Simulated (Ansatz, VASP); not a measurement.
# Two plane-wave programs on WS2

```
CELL_PARAMETERS angstrom
3.18110 0.00000 0.00000
-1.59055 2.75491 0.00000
0.00000 0.00000 16.95074
ATOMIC_POSITIONS crystal
W 0.33333 0.66667 0.00000
S 0.66667 0.33333 0.90802
S 0.66667 0.33333 0.09198
```

Alike in both runs: functional r2SCAN; k mesh 12 × 12 × 2; occupations gaussian, width 0.02 eV; no spin polarisation.

Ansatz relaxed the structure, and its values are those at the end. VASP's run is a single point on that final structure, the one shown.

```csv
,VASP,Ansatz
version,VASP 6.6.1,Ansatz 0.2.0
potentials or method,"VASP PAW PBE potentials, release 64 (W_sv, S), cutoff 520 eV","scalar-relativistic, plane waves, PAW"
valence electrons in the cell,26,26
```

|  | VASP | Ansatz | Ansatz less VASP |
| --- | --- | --- | --- |
| gap on the k mesh at the Fermi level (eV) | 1.91 | 1.90 | -0.015 |
| least direct gap on the mesh (eV) | 1.93 | 1.92 | -0.004 |
| rms of the force components (eV/Å) | 0.010 | 0.000 | -0.0101 |

VASP's potentials were made for PBE, not for r2SCAN. The functional is the same, so the differences come from potentials, cutoffs and numerics.

Neither program's run includes spin-orbit coupling.
